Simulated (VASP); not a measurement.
# MnSi31 (a cell with a defect) in VASP: single point with PBEsol

Aim: the single point of MnSi31 (a cell with a defect) with PBEsol.

Program: VASP 6.6.1. These are calculated values, not measurements. Logs are shortened: lines on timing, memory, paths and dates and some standing lists are left out, and cuts for length are marked.

### 1 The cell of the first run

The cell holds a defect, 32 atoms: a = 9.412 Å, b = 9.412 Å, c = 9.412 Å, α = 109.47°, β = 109.47°, γ = 109.47°.

### 2 Single point, PBEsol, collinear spin, ferromagnetic start

INCAR reads:

```
SYSTEM = MnSi31
ALGO = Normal
EDIFF = 1E-6
ENCUT = 520
GGA = PS
ISIF = 2
ISMEAR = 0
ISPIN = 2
LASPH = .TRUE.
LCHARG = .TRUE.
LELF = .TRUE.
LMAXMIX = 4
LORBIT = 11
LREAL = Auto
LVHAR = .TRUE.
LWAVE = .FALSE.
MAGMOM = 2 0 0 0 0 0 0 0 0 0 0 0 0 0 0 0 0 0 0 0 0 0 0 0 0 0 0 0 0 0 0 0
NBANDS = 94
NELECT = 138.0
NELM = 150
PREC = Accurate
SIGMA = 0.02
```

KPOINTS reads:

```
k-points
0
G
  3 3 3
  0 0 0
```

POSCAR reads:

```
MnSi31
1.0
   -5.4338341610      5.4338341610      5.4338341610
    5.4338341610     -5.4338341610      5.4338341610
    5.4338341610      5.4338341610     -5.4338341610
Mn Si
1 31
Direct
    0.2500000000      0.5000000000      0.0000000000
    0.2500000000      0.7513364548      0.7510542772
    0.2500000000      0.0000000000      0.5000000000
    0.5013364548      0.2510542772      0.0000000000
    0.2500000000      0.2510542772      0.2513364548
    0.5013364548      0.5000000000      0.7510542772
    0.4989457228      0.7489457228      0.5002821776
    0.7500000000      0.0000000000      0.0000000000
    0.4989457228      0.0002821776      0.2489457228
    0.7497178224      0.2486635452      0.7486635452
    0.7500000000      0.5000000000      0.5000000000
    0.0010542772      0.7513364548      0.0000000000
    0.7502821776      0.7489457228      0.2489457228
   -0.0013364548     -0.0002821776      0.7486635452
   -0.0013364548      0.2486635452      0.4997178224
    0.0010542772      0.5000000000      0.2513364548
    0.0000621673      0.2500621673      0.7500621673
   -0.0002355030      0.5000000000      0.5008753699
    0.0011108729      0.7502355030      0.2502355030
    0.2500000000      0.0008753699      0.7497644970
   -0.0002355030      0.0008753699      0.0000000000
    0.2500000000      0.2497644970      0.5008753699
    0.2500000000      0.5000000000      0.2499378327
    0.5002355030      0.7502355030      0.7511108730
    0.2500000000      0.7499378327      0.0000000000
    0.4988891270     -0.0008753699      0.4991246301
    0.5002355030      0.2511108729      0.2502355030
    0.7508753699      0.5000000000      0.7497644970
    0.4999378327      0.5000000000      0.0000000000
    0.7491246301      0.7488891270      0.4991246301
    0.7491246301     -0.0008753699      0.2488891270
    0.7508753699      0.2497644970      0.0000000000
```

Potentials or basis: VASP PAW PBE potentials, release 64 (Mn_pv, Si).

Started as:

```bash
> cat potpaw_PBE.64/Mn_pv/POTCAR potpaw_PBE.64/Si/POTCAR > POTCAR
> mpirun -np 1 vasp_std > vasp.out
```

OUTCAR:

```text
SYSTEM = MnSi31
   EDIFF = 1E-6
   ENCUT = 520
   GGA = PS
   ISIF = 2
   ISMEAR = 0
   ISPIN = 2
   LASPH = .TRUE.
   LORBIT = 11
   LREAL = Auto
   NELECT = 138.0
   NELM = 150
   PREC = Accurate

 ion  position               nearest neighbor table
   1  0.250  0.500  0.000-  17 2.35  23 2.35  25 2.35  29 2.35
   2  0.250  0.751  0.751-  25 2.35  20 2.35  24 2.36  18 2.36
   3  0.250  0.000  0.500-  26 2.35  20 2.35  22 2.35  19 2.35
   4  0.501  0.251  0.000-  29 2.35  32 2.35  20 2.36  27 2.36
   5  0.250  0.251  0.251-  23 2.35  22 2.35  21 2.36  27 2.36
   6  0.501  0.500  0.751-  29 2.35  28 2.35  24 2.36  22 2.36
[... 24 lines left out ...]
  31  0.749  0.999  0.249-   8 2.35  15 2.35  13 2.36   9 2.36
  32  0.751  0.250  0.000-   8 2.35   4 2.35  10 2.36  16 2.36

  LATTYP: Found a body centered cubic cell.
 ALAT       =    10.8676683220

  Lattice vectors:

 A1 = (  -5.4338341610,   5.4338341610,   5.4338341610)
 A2 = (   5.4338341610,  -5.4338341610,   5.4338341610)
 A3 = (   5.4338341610,   5.4338341610,  -5.4338341610)

Analysis of symmetry for initial positions (statically):
=====================================================================
 Subroutine PRICEL returns:
 Original cell was already a primitive cell.

 Routine SETGRP: Setting up the symmetry group for a
 body centered cubic supercell.

 Subroutine GETGRP returns: Found 24 space group operations
 (whereof  2 operations were pure point group operations)
 out of a pool of 48 trial point group operations.

The static configuration has the point symmetry C_1h.
 The point group associated with its full space group is T_d .

Analysis of symmetry for dynamics (positions and initial velocities):
=====================================================================
 Subroutine PRICEL returns:
 Original cell was already a primitive cell.

 Routine SETGRP: Setting up the symmetry group for a
 body centered cubic supercell.

 Subroutine GETGRP returns: Found 24 space group operations
 (whereof  2 operations were pure point group operations)
 out of a pool of 48 trial point group operations.

The dynamic configuration has the point symmetry C_1h.
 The point group associated with its full space group is T_d .

Analysis of structural, dynamic, and magnetic symmetry:
=====================================================================
 Subroutine PRICEL returns:
 Original cell was already a primitive cell.

 Routine SETGRP: Setting up the symmetry group for a
 body centered cubic supercell.

 Subroutine GETGRP returns: Found 24 space group operations
 (whereof  2 operations were pure point group operations)
 out of a pool of 48 trial point group operations.

The overall configuration has the point symmetry C_1h.
 The point group associated with its full space group is T_d .

 Subroutine INISYM returns: Found 24 space group operations
 (whereof  2 operations are pure point group operations),
 and found     1 'primitive' translations

----------------------------------------------------------------------------------------

                                     Primitive cell

  volume of cell :     641.7696

  direct lattice vectors                    reciprocal lattice vectors
    -5.433834161  5.433834161  5.433834161     0.000000000  0.092016058  0.092016058
     5.433834161 -5.433834161  5.433834161     0.092016058  0.000000000  0.092016058
     5.433834161  5.433834161 -5.433834161     0.092016058  0.092016058  0.000000000

  length of vectors
     9.411676847  9.411676847  9.411676847     0.130130357  0.130130357  0.130130357

  position of ions in fractional coordinates (direct lattice)
     0.250000000  0.500000000  0.000000000
     0.250000000  0.751336455  0.751054277
     0.250000000  0.000000000  0.500000000
     0.501336455  0.251054277  0.000000000
     0.250000000  0.251054277  0.251336455
[... 94 lines left out ...]
 -0.333333  0.333333  0.333333      6.000000
   k-points           NKPTS =      4   k-points in BZ     NKDIM =      4   number of bands    NBANDS=     94
   number of dos      NEDOS =    301   number of ions     NIONS =     32
   total plane-waves  NPLWV = 343000
   dimension x,y,z NGX =    70 NGY =   70 NGZ =   70
   dimension x,y,z NGXF=   140 NGYF=  140 NGZF=  140
   ions per type =               1  31
   NGX,Y,Z   is equivalent  to a cutoff of  12.36, 12.36, 12.36 a.u.
   NGXF,Y,Z  is equivalent  to a cutoff of  24.73, 24.73, 24.73 a.u.
 SYSTEM =  MnSi31
   PREC   = accura    normal or accurate (medium, high low for compatibility)
   ISTART =      0    job   : 0-new  1-cont  2-samecut
   ICHARG =      2    charge: 1-file 2-atom 10-const
   ISPIN  =      2    spin polarized calculation?
   LNONCOLLINEAR =      F non collinear calculations
   LSORBIT =      F    spin-orbit coupling
   LASPH  =      T    aspherical Exc in radial PAW
   ENCUT  =  520.0 eV  38.22 Ry    6.18 a.u.  17.50 17.50 17.50*2*pi/ulx,y,z
   NELM   =    150;   NELMIN=  2; NELMDL= -5     # of ELM steps
   EDIFF  = 0.1E-05   stopping-criterion for ELM
   LREAL  =      T    real-space projection
   EDIFFG = 0.1E-04   stopping-criterion for IOM
   NSW    =      0    number of steps for IOM
   IBRION =     -1    ionic relax: 0-MD 1-quasi-New 2-CG
   NFREE  =      0    steps in history (QN), initial steepest desc. (CG)
   ISIF   =      2    stress and relaxation
   ISYM   =      2    0-nonsym 1-usesym 2-fastsym
   POTIM  = 0.5000    time-step for ionic-motion
   TEBEG  =    0.0;   TEEND  =   0.0 temperature during run
   PSTRESS=    0.0 pullay stress
   NELECT =     138.0000    total number of electrons
   NUPDOWN=      -1.0000    fix difference up-down
   EMIN   =  10.00;   EMAX   =-10.00  energy-range for DOS
   EFERMI =   0.00;   METHOD = LEGACY
   ISMEAR =     0;   SIGMA  =   0.02  broadening in eV -4-tet -1-fermi 0-gaus
   EFERMI_NEDOS =   21; number of points for ismear=-14 and -15
   IALGO  =     38    algorithm
   IMIX   =      4    mixing-type and parameters
     AMIX     =   0.40;   BMIX     =  1.00
     AMIX_MAG =   1.60;   BMIX_MAG =  1.00
  volume/ion in A,a.u.               =      20.06       135.34
  Fermi-wavevector in a.u.,A,eV,Ry     =   0.980787  1.853419 13.088038  0.961944
  Thomas-Fermi vector in A             =   2.111744
   LORBIT       =     11    0 simple, 1 ext, 2 COOP (PROOUT), +10 PAW based schemes
   GGA     = PS    functional components
   LHFCALC =     F    Hartree Fock is set to
   AEXX    =    0.0000 exact exchange contribution
   IVDW    =     0    specifies the selected vdW correction
   LEPSILON=     F    determine dielectric tensor
   LRPA    =     F    only Hartree local field effects (RPA)
 spin polarized calculation
 Gauss-broadening in eV      SIGMA  =   0.02
  energy-cutoff  :      520.00
  volume of cell :      641.77
 maximum number of plane-waves:     17357
 NGX is ok and might be reduce to    70
   NGX = 35   NGY = 35   NGZ = 35

 number of electron     138.0000004 magnetization       0.0121598

 number of electron     138.0000004 magnetization      -0.0020555

 Free energy of the ion-electron system (eV)
  ---------------------------------------------------
  ext. energy  EPLUGINS =         0.00000000
  ---------------------------------------------------
  free energy    TOTEN  =      -179.25647500 eV

  energy without entropy =     -179.25647500  energy(sigma->0) =     -179.25647500

 E-fermi :   5.9769     XC(G=0):  -9.6091

 val. band max:        5.8763318145   @ k =  -0.3333   0.3333   0.3333
 cond. band min:       6.3431775947   @ k =  -0.3333   0.3333   0.3333
 fundamental gap:      0.4668457802
 Fermi energy:         5.9768802607

 spin component 1

 k-point     1 :       0.0000    0.0000    0.0000
  band No.  band energies     occupation
      1     -41.0333      1.00000
      2     -41.0333      1.00000
      3     -41.0333      1.00000
      4      -6.2504      1.00000
      5      -4.3298      1.00000
      6      -4.3298      1.00000
[... 325 lines left out ...]
     80       7.9193      0.00000
     81       7.9193      0.00000
 Fermi energy:         5.9768802607

 spin component 2

 k-point     1 :       0.0000    0.0000    0.0000
  band No.  band energies     occupation
      1     -41.0376      1.00000
      2     -41.0376      1.00000
      3     -41.0376      1.00000
      4      -6.2503      1.00000
      5      -4.3297      1.00000
      6      -4.3297      1.00000
[... 325 lines left out ...]
     80       7.9192      0.00000
     81       7.9192      0.00000
 [bands above 81 left out]

------------------------ aborting loop because EDIFF is reached ----------------------------------------

  FORCE on cell =-STRESS in cart. coord.  units (eV):
  Direction    XX          YY          ZZ          XY          YZ          ZX
  --------------------------------------------------------------------------------------
  -------------------------------------------------------------------------------------
  Total        6.8909218      6.8909218      6.8909218     -0.0000000     -0.0000000     -0.0000000
  in kB       17.2031816     17.2031816     17.2031816     -0.0000000     -0.0000000     -0.0000000
  external PRESSURE =      17.2031816 kB  Pullay stress =       0.0000000 kB

 VOLUME and BASIS-vectors are now :
 -----------------------------------------------------------------------------
  energy-cutoff  :      520.00
  volume of cell :      641.77
      direct lattice vectors                 reciprocal lattice vectors
    -5.433834161  5.433834161  5.433834161     0.000000000  0.092016058  0.092016058
     5.433834161 -5.433834161  5.433834161     0.092016058  0.000000000  0.092016058
     5.433834161  5.433834161 -5.433834161     0.092016058  0.092016058  0.000000000

 POSITION                                       TOTAL-FORCE (eV/Angst)
 -----------------------------------------------------------------------------------
      1.35846     -1.35846      4.07538        -0.000000      0.000000      0.000000
      6.80528      1.35693      1.35999        -0.086157     -0.025962      0.025962
      1.35846      4.07538     -1.35846        -0.000000      0.000000      0.000000
     -1.35999      1.35999      4.08837        -0.025962      0.025962     -0.086157
      1.37145      1.35999      1.35693        -0.086157      0.025962     -0.025962
      4.07384      4.08837      1.35999        -0.025962     -0.086157      0.025962
[... 24 lines left out ...]
      2.71088     -0.00604      8.14727         0.006170      0.006170     -0.021741
     -2.72295      2.72295      5.43731         0.006170     -0.006170      0.021741
 -----------------------------------------------------------------------------------
    total drift:                                0.000008      0.000008      0.000008

  FREE ENERGIE OF THE ION-ELECTRON SYSTEM (eV)
  ---------------------------------------------------
  free  energy   TOTEN  =      -179.2564749991 eV

  energy  without entropy=     -179.2564749991  energy(sigma->0) =     -179.25647500

 total charge

# of ion       s       p       d       tot
------------------------------------------
    1        0.365   6.199   5.267  11.830
    2        0.759   0.935   0.000   1.694
    3        0.755   0.945   0.000   1.700
    4        0.759   0.935   0.000   1.694
    5        0.759   0.935   0.000   1.694
    6        0.759   0.935   0.000   1.694
[... 24 lines left out ...]
   31        0.756   0.938   0.000   1.694
   32        0.756   0.938   0.000   1.694
--------------------------------------------------
tot         23.882  35.227   5.267  64.376

 magnetization (x)

# of ion       s       p       d       tot
------------------------------------------
    1       -0.000   0.000  -0.003  -0.003
    2        0.000   0.000   0.000   0.000
    3        0.000   0.000   0.000   0.000
    4        0.000   0.000   0.000   0.000
    5        0.000   0.000   0.000   0.000
    6        0.000   0.000   0.000   0.000
[... 24 lines left out ...]
   31        0.000   0.000   0.000   0.000
   32        0.000   0.000   0.000   0.000
--------------------------------------------------
tot          0.000   0.001  -0.003  -0.002
```

Wall time 22 min (1 thread of Oxide Virtual Turin-like, shared host); peak memory 1 GiB.

What came out:

```
Free energy                                           : -179.2565 eV
Largest force                                         : 1.055 eV/Å
Net moment                                            : 0.00 μB per cell
Valence electrons inside the program's atomic spheres : Mn 11.83; Si 1.69, 1.70 (each value once)
```

Forces in eV/Å, atoms in the order of the input:
```
Mn   0.000  0.000  0.000
Si  -0.086 -0.026  0.026
Si   0.000  0.000  0.000
Si  -0.026  0.026 -0.086
Si  -0.086  0.026 -0.026
Si  -0.026 -0.086  0.026
Si   0.026  0.026  0.086
Si   0.000  0.000  0.000
Si   0.026  0.086  0.026
Si   0.086 -0.026 -0.026
Si   0.000  0.000  0.000
Si   0.026 -0.026 -0.086
Si   0.086  0.026  0.026
Si  -0.026  0.086 -0.026
Si  -0.026 -0.026  0.086
Si   0.026 -0.086 -0.026
Si   0.609  0.609  0.609
Si  -0.006  0.022  0.006
Si  -0.022 -0.006 -0.006
Si   0.022  0.006 -0.006
Si  -0.006  0.006  0.022
Si   0.022 -0.006  0.006
Si  -0.609 -0.609  0.609
Si  -0.006 -0.006 -0.022
Si  -0.609  0.609 -0.609
Si  -0.022  0.006  0.006
Si  -0.006 -0.022 -0.006
Si   0.006  0.022 -0.006
Si   0.609 -0.609 -0.609
Si   0.006 -0.022  0.006
Si   0.006  0.006 -0.022
Si   0.006 -0.006  0.022
```

Caveat: the cell carries a net charge on a neutralising background, which shifts energy and pressure; the cell is charged against a uniform background, so pressure and absolute levels hang on convention; the PAW data sets were made with another functional, which shifts forces and pressure a little.
